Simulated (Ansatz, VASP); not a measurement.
**One calculation of TiB2, two programs**

Contents of INCAR:

```
SYSTEM = TiB2
ALGO = Normal
EDIFF = 1E-7
EDIFFG = -0.002
ENCUT = 500
GGA = PE
GGA_COMPAT = .FALSE.
IBRION = 2
ISIF = 3
ISMEAR = 0
LASPH = .TRUE.
LCHARG = .FALSE.
LREAL = .FALSE.
LWAVE = .FALSE.
NELM = 120
NELMIN = 4
NSW = 100
PREC = Accurate
SIGMA = 0.1
```

KPOINTS

```
k-points
0
G
  15 15 14
  0 0 0
```

The input POSCAR:

```
TiB2
1.0
    3.0259273100      0.0000000000      0.0000000000
   -1.5129636600      2.6205299200      0.0000000000
    0.0000000000      0.0000000000      3.2287677100
Ti B
1 2
Direct
    0.0000000000      0.0000000000      0.0000000000
    0.3333333300      0.6666666700      0.5000000000
    0.6666666700      0.3333333300      0.5000000000
```

Input for Ansatz:

```yaml
crystal:
  lattice:
    - [3.02592731, 0.0, 0.0]
    - [-1.51296366, 2.62052992, 0.0]
    - [0.0, 0.0, 3.22876771]
  atoms:
    - { symbol: Ti, position: [0.0, 0.0, 0.0] }
    - { symbol: B, position: [0.33333333, 0.66666667, 0.5] }
    - { symbol: B, position: [0.66666667, 0.33333333, 0.5] }
basis:
  ecutwfc: 420
kpoints:
  mp_grid: { grid: [15, 15, 14] }
hamiltonian:
  xc: pbe
  pseudopotentials: { kind: paw, azcp: { folder: soft_1 } }
scf:
  occupations: { method: gaussian, width: 0.1 }
output:
  forces: true
  stress: true
  eigenvalues: true
relax:
  adjacent_minimum: "off"
  f_tol: 0.002
  max_steps: 80
  cell: { stress_tol: 0.02 }
```

Alike in both runs: task relaxation of cell and atoms; functional PBE; k mesh 15 × 15 × 14; occupations gaussian, width 0.1 eV; no spin polarisation.

|  | VASP | Ansatz |
| --- | --- | --- |
| version | VASP 6.6.1 | Ansatz 0.2.0 |
| potentials or method | VASP PAW PBE potentials, release 64 (Ti_sv, B), cutoff 500 eV | scalar-relativistic, plane waves, PAW |
| valence electrons in the cell | 18 | 18 |

Ansatz gave:

- gap on the k mesh at the Fermi level, each at its own relaxed structure (eV): none
- relaxed volume (Å³/atom): 8.56
- relaxed length of the cell vector where the two differ most in proportion (Å): 3.224

Q: What did VASP give for the same quantities?

A: gap on the k mesh at the Fermi level, each at its own relaxed structure (eV): none; relaxed volume (Å³/atom): 8.56; relaxed length of the cell vector where the two differ most in proportion (Å): 3.225.

A gap of «none» marks a metal or a gap that the smearing closes.
